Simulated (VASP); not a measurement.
MoS2:

```
Mo S
1.0
     3.21703    0.00000    0.00000
    -1.60851    2.78603    0.00000
     0.00000    0.00000   22.53815
Mo S
3 6
Direct
  0.00000 0.00000 0.00022
  0.66667 0.33333 0.33356
  0.33333 0.66667 0.66689
  0.33333 0.66667 0.26353
  0.66667 0.33333 0.07024
  0.00000 0.00000 0.59687
  0.33333 0.66667 0.40358
  0.66667 0.33333 0.93020
  0.00000 0.00000 0.73691
```

This cell differs from its parent crystal: equal strain along all axes, cell held: +1.0 %.

```yaml
Program: VASP 6.6.1
Task: relaxation of the atoms
Functional: PBE
Potentials_or_basis: VASP PAW PBE potentials, release 64 (Mo_sv, S)
Cutoff: 520 eV
k_mesh: 12 × 12 × 2
Occupations: gaussian, width 0.02 eV
Spin: no spin polarisation
```

At the start: pressure -3.4 GPa; volume 22.44 Å³/atom.

Q: Where does the relaxation end?

A: Over 3 steps the energy falls by 4.2 meV/atom at a fixed cell; space group R3m (No. 160, to 0.1 Å) before and after.

Step by step:
```csv
step,energy change (eV),largest force (eV/Å),pressure (GPa)
1,0.0000,0.4701,-3.40
2,-0.0371,0.0694,-1.76
3,-0.0378,0.0008,-1.48
```

Final structure:
```xyz
9
Lattice="3.2170 0.0000 0.0000 -1.6085 2.7860 0.0000 0.0000 0.0000 22.5382" Properties=species:S:1:pos:R:3 pbc="T T T"
Mo    0.0000    0.0000    0.0050
Mo    1.6085    0.9287    7.5177
Mo    0.0000    1.8574   15.0304
S     0.0000    1.8574    5.9660
S     1.6085    0.9287    1.5567
S     0.0000    0.0000   13.4787
S     0.0000    1.8574    9.0694
S     1.6085    0.9287   20.9914
S     0.0000    0.0000   16.5822
```

Caveat: the cell differs from its parent crystal (equal strain along all axes, cell held: +1.0 %); this functional lacks dispersion, which binds layers or chains, so the pressure and a relaxed spacing across them are unreliable.
